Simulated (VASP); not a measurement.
# Pt (R-3m) in VASP: single point with r2SCAN

Aim: the single point of Pt with r2SCAN.

Everything below comes from runs of VASP 6.6.1. Logs are shortened: lines on timing, memory, paths and dates and some standing lists are left out, and cuts for length are marked.

## (1) The cell of the first run

It takes space group R-3m (No. 166, trigonal). The conventional cell has a = 4.439 Å, b = 4.439 Å, c = 5.437 Å, α = 90.00°, β = 90.00°, γ = 120.00°. Pt (site symmetry 3m) has 14 Pt at 2.62 to 3.14 Å within 3.5 Å.

## (2) Single point, r2SCAN (atoms displaced along a vibrational mode)

Contents of POSCAR:

```
Pt
1.0
    0.0000000000     -3.1389727827      0.0000000000
   -3.1389727827      0.0000000000      0.0000000000
    0.0000000000      0.0000000000     -3.1389727827
Pt
2
Direct
    0.4908035158      0.4908035158      0.4908035158
    0.0091964842      0.0091964842      0.0091964842
```

Contents of INCAR.step1:

```
PREC = Accurate ; ENCUT = 520
ISMEAR = 0 ; SIGMA = 0.15
LREAL = False ; LASPH = True
NELM = 80 ; NBANDS = 17
GGA = PE ; ALGO = Normal
EDIFF = 1E-4 ; LWAVE = True
LCHARG = False
```

Contents of INCAR.step2:

```
PREC = Accurate ; ENCUT = 520
EDIFF = 1E-6 ; ISMEAR = 0
SIGMA = 0.15 ; LREAL = False
LASPH = True ; NELM = 80
ALGO = Normal ; ISIF = 2
LWAVE = False ; LCHARG = False
METAGGA = R2SCAN ; LMIXTAU = True
NBANDS = 17 ; ISTART = 1
```

Contents of KPOINTS:

```
regular mesh
0
Gamma
  20 20 20
```

Potentials or basis: VASP PAW PBE potentials, release 64 (Pt).

Command:

```bash
cat potpaw_PBE.64/Pt/POTCAR > POTCAR
cp INCAR.step1 INCAR
mpirun -np 1 vasp_std > vasp.out
cp INCAR.step2 INCAR
mpirun -np 1 vasp_std > vasp.out
```

OUTCAR:

```text
PREC = Accurate
   ENCUT = 520
   EDIFF = 1E-6
   ISMEAR = 0
   LREAL = False
   LASPH = True
   NELM = 80
   ISIF = 2
   METAGGA = R2SCAN
   ISTART = 1

 ion  position               nearest neighbor table
   1  0.491  0.491  0.491-   2 2.62   2 2.69   2 2.69   2 2.69   2 2.75   2 2.75   2 2.75   2 2.82

   2  0.009  0.009  0.009-   1 2.62   1 2.69   1 2.69   1 2.69   1 2.75   1 2.75   1 2.75   1 2.82

  LATTYP: Found a simple cubic cell.
 ALAT       =     3.1389727827

  Lattice vectors:

 A1 = (   0.0000000000,  -3.1389727827,   0.0000000000)
 A2 = (  -3.1389727827,   0.0000000000,   0.0000000000)
 A3 = (   0.0000000000,   0.0000000000,  -3.1389727827)

Analysis of symmetry for initial positions (statically):
=====================================================================
 Subroutine PRICEL returns:
 Original cell was already a primitive cell.

 Routine SETGRP: Setting up the symmetry group for a
 simple cubic supercell.

 Subroutine GETGRP returns: Found 12 space group operations
 (whereof  6 operations were pure point group operations)
 out of a pool of 48 trial point group operations.

The static configuration has the point symmetry C_3v.
 The point group associated with its full space group is D_3d.

Analysis of symmetry for dynamics (positions and initial velocities):
=====================================================================
 Subroutine PRICEL returns:
 Original cell was already a primitive cell.

 Routine SETGRP: Setting up the symmetry group for a
 simple cubic supercell.

 Subroutine GETGRP returns: Found 12 space group operations
 (whereof  6 operations were pure point group operations)
 out of a pool of 48 trial point group operations.

The dynamic configuration has the point symmetry C_3v.
 The point group associated with its full space group is D_3d.

 Subroutine INISYM returns: Found 12 space group operations
 (whereof  6 operations are pure point group operations),
 and found     1 'primitive' translations

----------------------------------------------------------------------------------------

                                     Primitive cell

  volume of cell :      30.9288

  direct lattice vectors                    reciprocal lattice vectors
     0.000000000 -3.138972783  0.000000000     0.000000000 -0.318575556  0.000000000
    -3.138972783  0.000000000  0.000000000    -0.318575556  0.000000000  0.000000000
     0.000000000  0.000000000 -3.138972783     0.000000000  0.000000000 -0.318575556

  length of vectors
     3.138972783  3.138972783  3.138972783     0.318575556  0.318575556  0.318575556

  position of ions in fractional coordinates (direct lattice)
     0.490803516  0.490803516  0.490803516
     0.009196484  0.009196484  0.009196484

  ion indices of the primitive-cell ions
   primitive index   ion index
                 1           1
                 2           2

----------------------------------------------------------------------------------------

 KPOINTS: regular mesh

Automatic generation of k-mesh.
 Grid dimensions read from file:
 generate k-points for:   20   20   20

 Generating k-lattice:

  Cartesian coordinates                     Fractional coordinates (reciprocal lattice)
     0.000000000 -0.015928778  0.000000000     0.050000000  0.000000000  0.000000000
    -0.015928778  0.000000000  0.000000000     0.000000000  0.050000000  0.000000000
     0.000000000  0.000000000 -0.015928778     0.000000000  0.000000000  0.050000000

  Length of vectors
     0.015928778  0.015928778  0.015928778

  Shift w.r.t. Gamma in fractional coordinates (k-lattice)
     0.000000000  0.000000000  0.000000000

 Subroutine IBZKPT returns following result:
 ===========================================

 Found    781 irreducible k-points:

 Following reciprocal coordinates:
            Coordinates               Weight
  0.000000  0.000000  0.000000      1.000000
  0.050000  0.000000  0.000000      6.000000
  0.100000  0.000000  0.000000      6.000000
  0.150000  0.000000  0.000000      6.000000
  0.200000  0.000000  0.000000      6.000000
  0.250000  0.000000  0.000000      6.000000
[... 16 lines left out ...]
 -0.050000  0.300000  0.000000     12.000000
  0.350000  0.050000  0.000000     12.000000
 [... further k-points ...]
   k-points           NKPTS =    781   k-points in BZ     NKDIM =    781   number of bands    NBANDS=     17
   number of dos      NEDOS =    301   number of ions     NIONS =      2
   total plane-waves  NPLWV =  13824
   dimension x,y,z NGX =    24 NGY =   24 NGZ =   24
   dimension x,y,z NGXF=    48 NGYF=   48 NGZF=   48
   ions per type =               2
   NGX,Y,Z   is equivalent  to a cutoff of  12.71, 12.71, 12.71 a.u.
   NGXF,Y,Z  is equivalent  to a cutoff of  25.42, 25.42, 25.42 a.u.
 SYSTEM =  unknown system
   PREC   = accura    normal or accurate (medium, high low for compatibility)
   ISTART =      1    job   : 0-new  1-cont  2-samecut
   ICHARG =      0    charge: 1-file 2-atom 10-const
   ISPIN  =      1    spin polarized calculation?
   LNONCOLLINEAR =      F non collinear calculations
   LSORBIT =      F    spin-orbit coupling
   LASPH  =      T    aspherical Exc in radial PAW
   ENCUT  =  520.0 eV  38.22 Ry    6.18 a.u.   5.84  5.84  5.84*2*pi/ulx,y,z
   NELM   =     80;   NELMIN=  2; NELMDL=  0     # of ELM steps
   EDIFF  = 0.1E-05   stopping-criterion for ELM
   LREAL  =      F    real-space projection
   EDIFFG = 0.1E-04   stopping-criterion for IOM
   NSW    =      0    number of steps for IOM
   IBRION =     -1    ionic relax: 0-MD 1-quasi-New 2-CG
   NFREE  =      0    steps in history (QN), initial steepest desc. (CG)
   ISIF   =      2    stress and relaxation
   ISYM   =      2    0-nonsym 1-usesym 2-fastsym
   POTIM  = 0.5000    time-step for ionic-motion
   TEBEG  =    0.0;   TEEND  =   0.0 temperature during run
   PSTRESS=    0.0 pullay stress
   NELECT =      20.0000    total number of electrons
   NUPDOWN=      -1.0000    fix difference up-down
   EMIN   =  10.00;   EMAX   =-10.00  energy-range for DOS
   EFERMI =   0.00;   METHOD = LEGACY
   ISMEAR =     0;   SIGMA  =   0.15  broadening in eV -4-tet -1-fermi 0-gaus
   EFERMI_NEDOS =   21; number of points for ismear=-14 and -15
   IALGO  =     38    algorithm
   IMIX   =      4    mixing-type and parameters
     AMIX     =   0.40;   BMIX     =  1.00
     AMIX_MAG =   1.60;   BMIX_MAG =  1.00
  volume/ion in A,a.u.               =      15.46       104.36
  Fermi-wavevector in a.u.,A,eV,Ry     =   1.415676  2.675240 27.267970  2.004139
  Thomas-Fermi vector in A             =   2.537090
   LORBIT       =      0    0 simple, 1 ext, 2 COOP (PROOUT), +10 PAW based schemes
   METAGGA = R2SCAN    functional components
   LHFCALC =     F    Hartree Fock is set to
   AEXX    =    0.0000 exact exchange contribution
   IVDW    =     0    specifies the selected vdW correction
   LEPSILON=     F    determine dielectric tensor
   LRPA    =     F    only Hartree local field effects (RPA)
 non-spin polarized calculation
 Gauss-broadening in eV      SIGMA  =   0.15
  energy-cutoff  :      520.00
  volume of cell :       30.93
 maximum number of plane-waves:       860
   NGX = 11   NGY = 11   NGZ = 11

 number of electron      19.9999998 magnetization

 Free energy of the ion-electron system (eV)
  ---------------------------------------------------
  ext. energy  EPLUGINS =         0.00000000
  ---------------------------------------------------
  free energy    TOTEN  =      -102.78808586 eV

  energy without entropy =     -102.76801315  energy(sigma->0) =     -102.77804951

 E-fermi :  10.3708     XC(G=0): -14.4250

 val. band max:       10.3692703606   @ k =  -0.1500   0.2000   0.3000
 cond. band min:      10.3714942990   @ k =  -0.1500   0.2000   0.2000
 fundamental gap:      0.0022239384
 Fermi energy:        10.3707927735

 k-point     1 :       0.0000    0.0000    0.0000
  band No.  band energies     occupation
      1       0.3762      2.00000
      2       3.8049      2.00000
      3       3.8049      2.00000
      4       6.5458      2.00000
      5       6.6360      2.00000
      6       6.6360      2.00000
[... 9 lines left out ...]
     16      28.4285      0.00000
     17      28.4471      0.00000

 k-point     2 :       0.0500    0.0000    0.0000
  band No.  band energies     occupation
      1       0.4307      2.00000
      2       3.8298      2.00000
      3       3.8421      2.00000
      4       6.5518      2.00000
      5       6.6373      2.00000
      6       6.6508      2.00000
[... 9 lines left out ...]
     16      28.4396      0.00000
     17      28.5277      0.00000

 k-point     3 :       0.1000    0.0000    0.0000
  band No.  band energies     occupation
      1       0.5930      2.00000
      2       3.9041      2.00000
      3       3.9504      2.00000
      4       6.5633      2.00000
      5       6.6426      2.00000
      6       6.7025      2.00000
[... 9 lines left out ...]
     16      28.4423      0.00000
     17      28.7468      0.00000

 k-point     4 :       0.1500    0.0000    0.0000
  band No.  band energies     occupation
      1       0.8593      2.00000
      2       4.0267      2.00000
      3       4.1202      2.00000
      4       6.5767      2.00000
      5       6.6554      2.00000
      6       6.7969      2.00000
[... 9 lines left out ...]
     16      28.4523      0.00000
     17      29.1029      0.00000

 k-point     5 :       0.2000    0.0000    0.0000
  band No.  band energies     occupation
      1       1.2228      2.00000
      2       4.1961      2.00000
      3       4.3342      2.00000
      4       6.5982      2.00000
      5       6.6816      2.00000
      6       6.9308      2.00000
[... 9 lines left out ...]
     16      28.4773      0.00000
     17      29.5051      0.00000

 k-point     6 :       0.2500    0.0000    0.0000
  band No.  band energies     occupation
      1       1.6732      2.00000
      2       4.4096      2.00000
      3       4.5658      2.00000
      4       6.6358      2.00000
      5       6.7278      2.00000
      6       7.0981      2.00000
[... 9 lines left out ...]
     16      28.5226      0.00000
     17      29.7819      0.00000

 k-point     7 :       0.3000    0.0000    0.0000
  band No.  band energies     occupation
      1       2.1955      2.00000
      2       4.6637      2.00000
      3       4.7774      2.00000
      4       6.6972      2.00000
      5       6.8012      2.00000
      6       7.2894      2.00000
[... 9 lines left out ...]
     16      28.5901      0.00000
     17      29.2164      0.00000

 k-point     8 :       0.3500    0.0000    0.0000
  band No.  band energies     occupation
      1       2.7681      2.00000
      2       4.9194      2.00000
      3       4.9536      2.00000
      4       6.7892      2.00000
      5       6.9060      2.00000
      6       7.2972      2.00000
[... 9 lines left out ...]
     16      28.0598      0.00000
     17      28.6746      0.00000
[... 203 lines left out ...]
      1       1.2700      2.00000
      2       4.2233      2.00000
      3       4.3627      2.00000
      4       6.4792      2.00000
      5       6.6387      2.00000
      6       7.1034      2.00000
[... 9 lines left out ...]
     16      28.4962      0.00000
     17      29.3679      0.00000

 k-point    20 :       0.2500    0.0500    0.0000
  band No.  band energies     occupation
      1       1.7162      2.00000
      2       4.4320      2.00000
      3       4.5969      2.00000
      4       6.5638      2.00000
      5       6.6760      2.00000
      6       7.2133      2.00000
[... 9 lines left out ...]
     16      28.4543      0.00000
     17      29.4041      0.00000

 k-point    21 :      -0.0500    0.2500    0.0000
  band No.  band energies     occupation
      1       1.7154      2.00000
      2       4.4325      2.00000
      3       4.5938      2.00000
      4       6.5077      2.00000
      5       6.6694      2.00000
      6       7.2855      2.00000
[... 9 lines left out ...]
     16      28.5150      0.00000
     17      29.3789      0.00000

 k-point    22 :       0.3000    0.0500    0.0000
  band No.  band energies     occupation
      1       2.2318      2.00000
      2       4.6775      2.00000
      3       4.8088      2.00000
      4       6.6160      2.00000
      5       6.7363      2.00000
      6       7.3948      2.00000
[... 9 lines left out ...]
     16      28.4230      0.00000
     17      28.7628      0.00000

 k-point    23 :      -0.0500    0.3000    0.0000
  band No.  band energies     occupation
      1       2.2309      2.00000
      2       4.6788      2.00000
      3       4.8051      2.00000
      4       6.5636      2.00000
      5       6.7145      2.00000
      6       7.4863      2.00000
[... 9 lines left out ...]
     16      28.5145      0.00000
     17      28.7026      0.00000

 k-point    24 :       0.3500    0.0500    0.0000
  band No.  band energies     occupation
      1       2.7955      2.00000
      2       4.9129      2.00000
      3       4.9915      2.00000
      4       6.6935      2.00000
      5       6.8083      2.00000
      6       7.3862      2.00000
[... 9 lines left out ...]
     16      27.7396      0.00000
     17      28.5029      0.00000

 [... further k-points ...]

------------------------ aborting loop because EDIFF is reached ----------------------------------------

  FORCE on cell =-STRESS in cart. coord.  units (eV):
  Direction    XX          YY          ZZ          XY          YZ          ZX
  --------------------------------------------------------------------------------------
  -------------------------------------------------------------------------------------
  Total        0.3597736      0.3597736      0.3597736      0.1347533      0.1347533      0.1347533
  in kB       18.6370500     18.6370500     18.6370500      6.9805147      6.9805147      6.9805147
  external PRESSURE =      18.6370500 kB  Pullay stress =       0.0000000 kB

 VOLUME and BASIS-vectors are now :
 -----------------------------------------------------------------------------
  energy-cutoff  :      520.00
  volume of cell :       30.93
      direct lattice vectors                 reciprocal lattice vectors
     0.000000000 -3.138972783  0.000000000     0.000000000 -0.318575556  0.000000000
    -3.138972783  0.000000000  0.000000000    -0.318575556  0.000000000  0.000000000
     0.000000000  0.000000000 -3.138972783     0.000000000  0.000000000 -0.318575556

 POSITION                                       TOTAL-FORCE (eV/Angst)
 -----------------------------------------------------------------------------------
     -1.54062     -1.54062     -1.54062        -0.461798     -0.461798     -0.461798
     -0.02887     -0.02887     -0.02887         0.461798      0.461798      0.461798
 -----------------------------------------------------------------------------------
    total drift:                                0.000000      0.000000      0.000000

  FREE ENERGIE OF THE ION-ELECTRON SYSTEM (eV)
  ---------------------------------------------------
  free  energy   TOTEN  =      -102.7880858590 eV

  energy  without entropy=     -102.7680131518  energy(sigma->0) =     -102.77804951
```

Wall time 13 min (1 thread of Intel Xeon 8259CL, shared host); peak memory 0.43 GiB.

Results:

* Free energy: -102.7881 eV
* Pressure: 1.9 GPa
* Largest force: 0.800 eV/Å
* Band gap on the k mesh: zero (bands 10 and 11 overlap by 1.53 eV)

Forces on the atoms (eV/Å):
```
Pt  -0.462 -0.462 -0.462
Pt   0.462  0.462  0.462
```

Caveat: the cell differs from its parent crystal (atoms displaced along a vibrational mode); the PAW data sets were made with another functional, which shifts forces and pressure a little; spin-orbit coupling is left out, which moves the levels of the heavy elements.
